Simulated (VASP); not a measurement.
Set up this calculation in VASP 6.6.1, as the native input.

```
Task                   : single point
Functional             : PBE
Potentials or basis    : VASP PAW PBE potentials, release 64 (Fe, Ge_d)
Cutoff                 : 520 eV
k mesh                 : 10 × 10 × 10
Occupations            : gaussian, width 0.03 eV
Spin                   : no spin polarisation
Dipole correction      : no
Further INCAR settings : ALGO = Normal; EDIFF = 1e-06; NBANDS = 54
```

The structure of FeGe lies in POSCAR:

```
FeGe
1.0
    4.5540603832      0.0000000000      0.0000000000
    0.0000000000      4.5540603832      0.0000000000
    0.0000000000      0.0000000000      4.5540603832
Fe Ge
4 4
Direct
    0.1360543111      0.1360543111      0.1360543111
    0.3639456889      0.8639456889      0.6360543111
    0.6360543111      0.3639456889      0.8639456889
    0.8639456889      0.6360543111      0.3639456889
    0.8393791765      0.8393791765      0.8393791765
    0.6606208235      0.1606208235      0.3393791765
    0.3393791765      0.6606208235      0.1606208235
    0.1606208235      0.3393791765      0.6606208235
```

These files were run (other wordings do the same):

INCAR

```
PREC = Accurate
ENCUT = 520
EDIFF = 1E-6
ISMEAR = 0
SIGMA = 0.03
LREAL = False
LASPH = True
NELM = 100
ALGO = Normal
ISIF = 2
LWAVE = False
LCHARG = True
GGA = PE
LELF = True
LVHAR = True
NBANDS = 54
```

KPOINTS

```
Automatic mesh
0
Gamma
  10 10 10
```

Potentials or basis: VASP PAW PBE potentials, release 64 (Fe, Ge_d).

Command:

```bash
$ cat potpaw_PBE.64/Fe/POTCAR potpaw_PBE.64/Ge_d/POTCAR > POTCAR
$ mpirun -np 1 vasp_std > vasp.out
```

Results of the run:

```
Pressure               : 11.8 GPa
Largest force          : 0.034 eV/Å
Band gap on the k mesh : 0.11 eV (least direct gap 0.13 eV)
```

Caveat: the cell stands under pressure.

Wall time 2.7 min on 1 thread of Intel(R) Xeon(R) 6975P-C (Granite Rapids) (shared host), peak memory 0.4 GiB.
